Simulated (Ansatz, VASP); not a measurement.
## ZrC in VASP and in Ansatz

```
Zr C
1.0
     0.00000    2.15340    2.79943
     2.15340    0.00000    2.79943
     2.15340    2.15340    0.00000
Zr C
1 1
Direct
  0.50000 0.50000 0.50000
  0.00000 0.00000 0.00000
```

Alike in both runs: task single point; functional PBEsol; k mesh 20 × 20 × 20; occupations gaussian, width 0.15 eV; no spin polarisation.

|  | VASP | Ansatz |
| --- | --- | --- |
| version | VASP 6.6.1 | Ansatz 0.2.0 |
| potentials or method | VASP PAW PBE potentials, release 64 (Zr_sv, C), cutoff 520 eV | scalar-relativistic, plane waves, PAW |
| valence electrons in the cell | 16 | 16 |

Ansatz gave:

```
gap on the k mesh at the Fermi level (eV)                     : none
pressure (GPa)                                                : 23.1
traceless stress, the component that is largest in VASP (GPa) : -54.82
```

Problem. Estimate VASP's values.

Solution. gap on the k mesh at the Fermi level (eV): none; pressure (GPa): 23.5; traceless stress, the component that is largest in VASP (GPa): -55.17.

VASP's potentials were made for PBE, not for PBEsol. A gap of «none» marks a metal or a gap that the smearing closes.
